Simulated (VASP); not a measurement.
# BeRhS3 (Pm-3m) in VASP: notebook, part 2 of 2

VASP 6.6.1. Earlier steps stand in the parts before.

## 4. Single point, PBE, collinear spin, ferromagnetic start

This run uses another cell than the first one, of 19.72 Å³/atom, 1.317 times its volume.

The input, INCAR:

```
SYSTEM = BeRhS3
ALGO = Normal
EDIFF = 1E-6
ENCUT = 520
GGA = PE
ISIF = 2
ISMEAR = 0
ISPIN = 2
LASPH = .True.
LCHARG = .True.
LELF = .True.
LMAXMIX = 4
LORBIT = 11
LREAL = .False.
LVHAR = .True.
LWAVE = .False.
MAGMOM = 0 1 0 0 0
NBANDS = 30
NELM = 150
PREC = Accurate
SIGMA = 0.1
```

The input, KPOINTS:

```
k-points
0
Gamma
  4 4 4
  0 0 0
```

The input, POSCAR:

```
BeRhS3
1.0
    4.6202067549      0.0000000000      0.0000000000
    0.0000000000      4.6202067549      0.0000000000
    0.0000000000      0.0000000000      4.6202067549
Be Rh S
1 1 3
Direct
    0.0000000000      0.0000000000      0.0000000000
    0.5000000000      0.5000000000      0.5000000000
    0.0000000000      0.5000000000      0.5000000000
    0.5000000000      0.0000000000      0.5000000000
    0.5000000000      0.5000000000      0.0000000000
```

Potentials or basis: VASP PAW PBE potentials, release 64 (Be, Rh_pv, S).

On the command line:

```bash
$ cat potpaw_PBE.64/Be/POTCAR potpaw_PBE.64/Rh_pv/POTCAR potpaw_PBE.64/S/POTCAR > POTCAR
$ mpirun -np 1 vasp_std > vasp.out
```

OUTCAR:

```text
SYSTEM = BeRhS3
   EDIFF = 1E-6
   ENCUT = 520
   GGA = PE
   ISIF = 2
   ISMEAR = 0
   ISPIN = 2
   LASPH = .True.
   LORBIT = 11
   LREAL = .False.
   NELM = 150
   PREC = Accurate

 ion  position               nearest neighbor table
   1  0.000  0.000  0.000-
   2  0.500  0.500  0.500-   3 2.31   4 2.31   5 2.31   5 2.31   4 2.31   3 2.31
   3  0.000  0.500  0.500-   2 2.31   2 2.31
   4  0.500  0.000  0.500-   2 2.31   2 2.31
   5  0.500  0.500  0.000-   2 2.31   2 2.31

  LATTYP: Found a simple cubic cell.
 ALAT       =     4.6202067549

  Lattice vectors:

 A1 = (   4.6202067549,   0.0000000000,   0.0000000000)
 A2 = (   0.0000000000,   4.6202067549,   0.0000000000)
 A3 = (   0.0000000000,   0.0000000000,   4.6202067549)

Analysis of symmetry for initial positions (statically):
=====================================================================
 Subroutine PRICEL returns:
 Original cell was already a primitive cell.

 Routine SETGRP: Setting up the symmetry group for a
[... 833 lines left out ...]
  --------------------------------------------------------------------------------------
  -------------------------------------------------------------------------------------
  Total        0.1257486      0.1257486      0.1257486      0.0000000      0.0000000     -0.0000000
  in kB        2.0428166      2.0428166      2.0428166      0.0000000      0.0000000     -0.0000000
  external PRESSURE =       2.0428166 kB  Pullay stress =       0.0000000 kB

 VOLUME and BASIS-vectors are now :
 -----------------------------------------------------------------------------
  energy-cutoff  :      520.00
  volume of cell :       98.62
      direct lattice vectors                 reciprocal lattice vectors
     4.620206755  0.000000000  0.000000000     0.216440530  0.000000000  0.000000000
     0.000000000  4.620206755  0.000000000     0.000000000  0.216440530  0.000000000
     0.000000000  0.000000000  4.620206755     0.000000000  0.000000000  0.216440530

 POSITION                                       TOTAL-FORCE (eV/Angst)
 -----------------------------------------------------------------------------------
      0.00000      0.00000      0.00000         0.000000      0.000000      0.000000
      2.31010      2.31010      2.31010         0.000000      0.000000      0.000000
      0.00000      2.31010      2.31010         0.000000      0.000000      0.000000
      2.31010      0.00000      2.31010         0.000000      0.000000      0.000000
      2.31010      2.31010      0.00000         0.000000      0.000000      0.000000
 -----------------------------------------------------------------------------------
    total drift:                                0.000000      0.000000      0.000000

  FREE ENERGIE OF THE ION-ELECTRON SYSTEM (eV)
  ---------------------------------------------------
  free  energy   TOTEN  =       -19.2469552194 eV

  energy  without entropy=      -19.2129560457  energy(sigma->0) =      -19.22995563

 total charge

# of ion       s       p       d       tot
------------------------------------------
    1        0.352   0.127   0.000   0.479
    2        0.368   6.335   7.181  13.884
    3        1.380   2.241   0.000   3.621
    4        1.380   2.241   0.000   3.621
    5        1.380   2.241   0.000   3.621
--------------------------------------------------
tot          4.860  13.185   7.181  25.226

 magnetization (x)

# of ion       s       p       d       tot
------------------------------------------
    1       -0.000  -0.000   0.000  -0.000
    2        0.000   0.000   0.001   0.001
    3        0.000   0.000   0.000   0.000
    4        0.000   0.000   0.000   0.000
    5        0.000   0.000   0.000   0.000
--------------------------------------------------
tot          0.000   0.001   0.001   0.002
```

OSZICAR:

```text
N       E                     dE             d eps       ncg     rms          rms(c)
DAV:   1     0.211368147090E+03    0.21137E+03   -0.18345E+04  1352   0.107E+03
DAV:   2    -0.800984447356E+01   -0.21938E+03   -0.20693E+03  1384   0.251E+02
DAV:   3    -0.209859395735E+02   -0.12976E+02   -0.12631E+02  1562   0.597E+01
DAV:   4    -0.211700879502E+02   -0.18415E+00   -0.18390E+00  1418   0.777E+00
DAV:   5    -0.211737186526E+02   -0.36307E-02   -0.36304E-02  1528   0.112E+00    0.208E+01
DAV:   6    -0.223157661156E+02   -0.11420E+01   -0.12792E+01  1362   0.312E+01    0.224E+01
DAV:   7    -0.192912233948E+02    0.30245E+01   -0.55441E+00  1368   0.226E+01    0.838E+00
DAV:   8    -0.193376027988E+02   -0.46379E-01   -0.99601E-01  1430   0.551E+00    0.412E+00
DAV:   9    -0.192662968084E+02    0.71306E-01   -0.80590E-01  1386   0.503E+00    0.208E+00
DAV:  10    -0.192470212089E+02    0.19276E-01   -0.29239E-02  1388   0.138E+00    0.445E-01
DAV:  11    -0.192469630202E+02    0.58189E-04   -0.25185E-03  1424   0.323E-01    0.249E-01
DAV:  12    -0.192469495445E+02    0.13476E-04   -0.16623E-04  1350   0.779E-02    0.115E-01
DAV:  13    -0.192469588182E+02   -0.92737E-05   -0.78584E-05  1424   0.443E-02    0.210E-02
DAV:  14    -0.192469560837E+02    0.27346E-05   -0.83504E-06  1350   0.140E-02    0.104E-02
DAV:  15    -0.192469552194E+02    0.86427E-06   -0.20679E-06   988   0.753E-03
   1 F= -.19246955E+02 E0= -.19229956E+02  d E =-.339992E-01  mag=     0.0024
```

Run time: 33 s. Hardware: 1 thread of Intel Xeon Platinum 8488C (Sapphire Rapids), shared host; peak memory 0.26 GiB.

Results:

* Free energy: -19.2470 eV
* Pressure: 0.2 GPa
* Net moment: 0.00 μB per cell
* Valence electrons inside the program's atomic spheres: Be 0.48; Rh 13.88; S 3.62

## 5. The runs side by side

```csv
spin,cell,k mesh,gap on the mesh (eV),pressure (GPa),moment (μB)
"collinear, ferromagnetic start","a = 4.214 Å, 5 atoms",4 × 4 × 4,none,41.2,0.00
off,"a = 4.618 Å, 5 atoms",8 × 8 × 8,none,-0.1,-
"collinear, ferromagnetic start","a = 4.620 Å, 5 atoms",4 × 4 × 4,none,0.2,0.00
```

Alike in all rows: task single point; level PBE; potentials or basis VASP PAW PBE potentials, release 64 (Be, Rh_pv, S); cutoff (eV) 520; smearing gaussian 0.1 eV.

Caveats: some runs use coarse meshes.

Absolute energies hang on the potentials; compare differences alone.
